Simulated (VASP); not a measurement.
# SnO2 (P1) in VASP: single point with LDA

Aim: the single point of SnO2 with LDA.

All numbers are computed with VASP 6.6.1; they aren't measurements. Logs are shortened: lines on timing, memory, paths and dates and some standing lists are left out, and cuts for length are marked.

## 1. The cell of the first run

The typed cell holds 6 atoms: a = 3.188 Å, b = 3.188 Å, c = 9.312 Å, α = 70.02°, β = 110.00°, γ = 120.01°.

## 2. Single point, LDA

File INCAR:

```
ALGO = Normal
EDIFF = 1E-6
ENCUT = 520
GGA = CA
ISIF = 2
ISMEAR = 0
LASPH = True
LCHARG = False
LREAL = False
LWAVE = False
NBANDS = 35
NELM = 100
PREC = Accurate
SIGMA = 0.05
```

File KPOINTS:

```
k-points
0
Gamma
  12 12 2
```

File POSCAR:

```
SnO2
1.0
    3.1448153549      0.0163896785     -0.5224577887
   -1.5399735494      2.7375166176      0.5438204107
   -1.7212785425      0.9280359948      9.1048356154
Sn O
2 4
Direct
   -0.0000646003     -0.0000984807      0.5000360506
    0.0000561708      0.0000864937     -0.0000396018
    0.5904666230      0.4090879118      0.3858711676
    0.7431230522      0.2572366762      0.1145623077
    0.4094134232      0.5907192512      0.6142075780
    0.2570053311      0.7429681479      0.8853624978
```

Potentials or basis: VASP PAW LDA potentials, release 64 (Sn_d, O).

The run is started by

```
> cat potpaw_LDA.64/Sn_d/POTCAR potpaw_LDA.64/O/POTCAR > POTCAR
> mpirun -np 1 vasp_std > vasp.out
```

OUTCAR:

```text
EDIFF = 1E-6
   ENCUT = 520
   GGA = CA
   ISIF = 2
   ISMEAR = 0
   LASPH = True
   LREAL = False
   NELM = 100
   PREC = Accurate

 ion  position               nearest neighbor table
   1  1.000  1.000  0.500-   3 2.08   5 2.08   3 2.08   5 2.08   3 2.08   5 2.08
   2  0.000  0.000  1.000-   4 2.09   6 2.09   6 2.09   4 2.09   6 2.09   4 2.09
   3  0.590  0.409  0.386-   1 2.08   1 2.08   1 2.08
   4  0.743  0.257  0.115-   2 2.09   2 2.09   2 2.09
   5  0.409  0.591  0.614-   1 2.08   1 2.08   1 2.08
   6  0.257  0.743  0.885-   2 2.09   2 2.09   2 2.09

  LATTYP: Found a triclinic cell.
 ALAT       =     5.5213113745
 B/A-ratio  =     0.5773919697
 C/A-ratio  =     2.8000492261
 COS(alpha) =     0.0001165298
 COS(beta)  =     0.4165057137
 COS(gamma) =     0.8660515111

  Lattice vectors:

 A1 = (  -4.7496571604,  -2.7702959746,   0.5010951667)
 A2 = (  -3.1448153549,  -0.0163896785,   0.5224577887)
 A3 = (  -1.5532733246, -11.9272715007,  -9.7127438921)

Analysis of symmetry for initial positions (statically):
=====================================================================
 Subroutine PRICEL returns:
 Original cell was already a primitive cell.

 Routine SETGRP: Setting up the symmetry group for a
 triclinic supercell.

 Subroutine GETGRP returns: Found  1 space group operations
 (whereof  1 operations were pure point group operations)
 out of a pool of  2 trial point group operations.

The static configuration has the point symmetry C_1 .

Analysis of symmetry for dynamics (positions and initial velocities):
=====================================================================
 Subroutine PRICEL returns:
 Original cell was already a primitive cell.

 Routine SETGRP: Setting up the symmetry group for a
 triclinic supercell.

 Subroutine GETGRP returns: Found  1 space group operations
 (whereof  1 operations were pure point group operations)
 out of a pool of  2 trial point group operations.

The dynamic configuration has the point symmetry C_1 .

 Subroutine INISYM returns: Found  1 space group operations
 (whereof  1 operations are pure point group operations),
 and found     1 'primitive' translations

----------------------------------------------------------------------------------------

                                     Primitive cell

  volume of cell :      75.2955

  direct lattice vectors                    reciprocal lattice vectors
     3.144815355  0.016389679 -0.522457789     0.324321377  0.173783723  0.043599895
    -1.539973549  2.737516618  0.543820411    -0.008421282  0.368331653 -0.039135292
    -1.721278542  0.928035995  9.104835615     0.019113348 -0.012027852  0.114671118

  length of vectors
     3.187960850  3.187672568  9.312469179     0.370521374  0.370500601  0.116873669

  position of ions in fractional coordinates (direct lattice)
     0.999935400  0.999901519  0.500036051
     0.000056171  0.000086494  0.999960398
     0.590466623  0.409087912  0.385871168
     0.743123052  0.257236676  0.114562308
     0.409413423  0.590719251  0.614207578
     0.257005331  0.742968148  0.885362498

  ion indices of the primitive-cell ions
   primitive index   ion index
                 1           1
                 2           2
                 3           3
                 4           4
                 5           5
                 6           6

----------------------------------------------------------------------------------------

 KPOINTS: k-points

Automatic generation of k-mesh.
 Grid dimensions read from file:
 generate k-points for:   12   12    2

 Generating k-lattice:

  Cartesian coordinates                     Fractional coordinates (reciprocal lattice)
     0.027026781  0.014481977  0.003633325     0.083333333  0.000000000  0.000000000
    -0.000701773  0.030694304 -0.003261274     0.000000000  0.083333333  0.000000000
     0.009556674 -0.006013926  0.057335559     0.000000000  0.000000000  0.500000000

  Length of vectors
     0.030876781  0.030875050  0.058436834

  Shift w.r.t. Gamma in fractional coordinates (k-lattice)
     0.000000000  0.000000000  0.000000000

 Subroutine IBZKPT returns following result:
 ===========================================

 Found    148 irreducible k-points:

 Following reciprocal coordinates:
            Coordinates               Weight
  0.000000  0.000000  0.000000      1.000000
  0.083333 -0.000000 -0.000000      2.000000
  0.166667 -0.000000  0.000000      2.000000
  0.250000 -0.000000 -0.000000      2.000000
  0.333333 -0.000000 -0.000000      2.000000
  0.416667 -0.000000  0.000000      2.000000
[... 16 lines left out ...]
  0.250000  0.166667 -0.000000      2.000000
  0.333333  0.166667 -0.000000      2.000000
 [... further k-points ...]
   k-points           NKPTS =    148   k-points in BZ     NKDIM =    148   number of bands    NBANDS=     35
   number of dos      NEDOS =    301   number of ions     NIONS =      6
   total plane-waves  NPLWV =  40320
   dimension x,y,z NGX =    24 NGY =   24 NGZ =   70
   dimension x,y,z NGXF=    48 NGYF=   48 NGZF=  140
   ions per type =               2   4
   NGX,Y,Z   is equivalent  to a cutoff of  12.52, 12.52, 12.50 a.u.
   NGXF,Y,Z  is equivalent  to a cutoff of  25.03, 25.03, 24.99 a.u.
 SYSTEM =  unknown system
   PREC   = accura    normal or accurate (medium, high low for compatibility)
   ISTART =      0    job   : 0-new  1-cont  2-samecut
   ICHARG =      2    charge: 1-file 2-atom 10-const
   ISPIN  =      1    spin polarized calculation?
   LNONCOLLINEAR =      F non collinear calculations
   LSORBIT =      F    spin-orbit coupling
   LASPH  =      T    aspherical Exc in radial PAW
   ENCUT  =  520.0 eV  38.22 Ry    6.18 a.u.   5.93  5.93 17.32*2*pi/ulx,y,z
   NELM   =    100;   NELMIN=  2; NELMDL= -5     # of ELM steps
   EDIFF  = 0.1E-05   stopping-criterion for ELM
   LREAL  =      F    real-space projection
   EDIFFG = 0.1E-04   stopping-criterion for IOM
   NSW    =      0    number of steps for IOM
   IBRION =     -1    ionic relax: 0-MD 1-quasi-New 2-CG
   NFREE  =      0    steps in history (QN), initial steepest desc. (CG)
   ISIF   =      2    stress and relaxation
   ISYM   =      2    0-nonsym 1-usesym 2-fastsym
   POTIM  = 0.5000    time-step for ionic-motion
   TEBEG  =    0.0;   TEEND  =   0.0 temperature during run
   PSTRESS=    0.0 pullay stress
   NELECT =      52.0000    total number of electrons
   NUPDOWN=      -1.0000    fix difference up-down
   EMIN   =  10.00;   EMAX   =-10.00  energy-range for DOS
   EFERMI =   0.00;   METHOD = LEGACY
   ISMEAR =     0;   SIGMA  =   0.05  broadening in eV -4-tet -1-fermi 0-gaus
   EFERMI_NEDOS =   21; number of points for ismear=-14 and -15
   IALGO  =     38    algorithm
   IMIX   =      4    mixing-type and parameters
     AMIX     =   0.40;   BMIX     =  1.00
     AMIX_MAG =   1.60;   BMIX_MAG =  1.00
  volume/ion in A,a.u.               =      12.55        84.69
  Fermi-wavevector in a.u.,A,eV,Ry     =   1.447059  2.734545 28.490318  2.093979
  Thomas-Fermi vector in A             =   2.565057
   LORBIT       =      0    0 simple, 1 ext, 2 COOP (PROOUT), +10 PAW based schemes
   GGA     = CA    functional components
   LHFCALC =     F    Hartree Fock is set to
   AEXX    =    0.0000 exact exchange contribution
   IVDW    =     0    specifies the selected vdW correction
   LEPSILON=     F    determine dielectric tensor
   LRPA    =     F    only Hartree local field effects (RPA)
 non-spin polarized calculation
 Gauss-broadening in eV      SIGMA  =   0.05
  energy-cutoff  :      520.00
  volume of cell :       75.30
 maximum number of plane-waves:      2047
   NGX = 11   NGY = 11   NGZ = 35

 number of electron      51.9999998 magnetization

 Free energy of the ion-electron system (eV)
  ---------------------------------------------------
  ext. energy  EPLUGINS =         0.00000000
  ---------------------------------------------------
  free energy    TOTEN  =       -41.02834643 eV

  energy without entropy =      -41.02834643  energy(sigma->0) =      -41.02834643

 E-fermi :   5.1941     XC(G=0): -11.4565

 val. band max:        4.8935453305   @ k =   0.0833   0.0833  -0.0000
 cond. band min:       6.6607123348   @ k =   0.0000   0.0000   0.0000
 fundamental gap:      1.7671670043
 Fermi energy:         5.1940541089

 k-point     1 :       0.0000    0.0000    0.0000
  band No.  band energies     occupation
      1     -15.3376      2.00000
      2     -15.1810      2.00000
      3     -15.0347      2.00000
      4     -15.0345      2.00000
      5     -14.8744      2.00000
      6     -14.8741      2.00000
[... 27 lines left out ...]
     34      16.0847      0.00000
     35      17.9359      0.00000

 k-point     2 :       0.0833   -0.0000   -0.0000
  band No.  band energies     occupation
      1     -15.3003      2.00000
      2     -15.1430      2.00000
      3     -15.0994      2.00000
      4     -15.0171      2.00000
      5     -14.9393      2.00000
      6     -14.8566      2.00000
[... 27 lines left out ...]
     34      16.2420      0.00000
     35      18.1517      0.00000

 k-point     3 :       0.1667   -0.0000    0.0000
  band No.  band energies     occupation
      1     -15.3289      2.00000
      2     -15.1708      2.00000
      3     -15.1478      2.00000
      4     -14.9874      2.00000
      5     -14.9733      2.00000
      6     -14.8326      2.00000
[... 27 lines left out ...]
     34      16.6598      0.00000
     35      18.0123      0.00000
[... 723 lines left out ...]
 k-point    23 :       0.2500    0.1667   -0.0000
  band No.  band energies     occupation
      1     -15.6897      2.00000
      2     -15.5319      2.00000
      3     -15.1508      2.00000
      4     -14.9908      2.00000
      5     -14.8920      2.00000
      6     -14.8425      2.00000
[... 27 lines left out ...]
     34      16.6399      0.00000
     35      17.4381      0.00000

 k-point    24 :       0.3333    0.1667   -0.0000
  band No.  band energies     occupation
      1     -15.7875      2.00000
      2     -15.6305      2.00000
      3     -15.1430      2.00000
      4     -14.9827      2.00000
      5     -14.9112      2.00000
      6     -14.7938      2.00000
[... 27 lines left out ...]
     34      16.4336      0.00000
     35      16.9585      0.00000

 [... further k-points ...]

------------------------ aborting loop because EDIFF is reached ----------------------------------------

  FORCE on cell =-STRESS in cart. coord.  units (eV):
  Direction    XX          YY          ZZ          XY          YZ          ZX
  --------------------------------------------------------------------------------------
  -------------------------------------------------------------------------------------
  Total        0.5820127      0.5994557      0.1533309      0.0108189      0.0510213     -0.0752216
  in kB       12.3843655     12.7555267      3.2626547      0.2302111      1.0856576     -1.6006042
  external PRESSURE =       9.4675157 kB  Pullay stress =       0.0000000 kB

 VOLUME and BASIS-vectors are now :
 -----------------------------------------------------------------------------
  energy-cutoff  :      520.00
  volume of cell :       75.30
      direct lattice vectors                 reciprocal lattice vectors
     3.144815355  0.016389679 -0.522457789     0.324321377  0.173783723  0.043599895
    -1.539973549  2.737516618  0.543820411    -0.008421282  0.368331653 -0.039135292
    -1.721278542  0.928035995  9.104835615     0.019113348 -0.012027852  0.114671118

 POSITION                                       TOTAL-FORCE (eV/Angst)
 -----------------------------------------------------------------------------------
      0.74409      3.21769      4.57409         0.000201      0.000203      0.000671
     -1.72117      0.92824      9.10449         0.000006      0.000748      0.000580
      0.56273      1.48766      3.42727        -0.010881      0.007935     -0.064287
      1.74365      0.82269      0.79471         0.011854     -0.007535      0.065738
     -0.67938      2.19382      5.69960         0.010781     -0.007815      0.062960
     -1.85987      2.85975      8.33085        -0.011961      0.006463     -0.065663
 -----------------------------------------------------------------------------------
    total drift:                               -0.000008      0.000006     -0.000018

  FREE ENERGIE OF THE ION-ELECTRON SYSTEM (eV)
  ---------------------------------------------------
  free  energy   TOTEN  =       -41.0283464328 eV

  energy  without entropy=      -41.0283464328  energy(sigma->0) =      -41.02834643
```

Run time: 2.4 min. Hardware: 1 thread of Intel Xeon 6975P-C (Granite Rapids), shared host; peak memory 0.38 GiB.

Results:

```
Free energy            : -41.0283 eV
Pressure               : 0.9 GPa
Largest force          : 0.067 eV/Å
Band gap on the k mesh : 1.77 eV (least direct gap 1.79 eV)
```

Forces on the atoms (eV/Å):
```
Sn   0.000  0.000  0.001
Sn   0.000  0.001  0.001
O   -0.011  0.008 -0.064
O    0.012 -0.008  0.066
O    0.011 -0.008  0.063
O   -0.012  0.006 -0.066
```

Caveat: spin-orbit coupling is left out, which moves the levels of the heavy elements. A k mesh can miss the band edges.
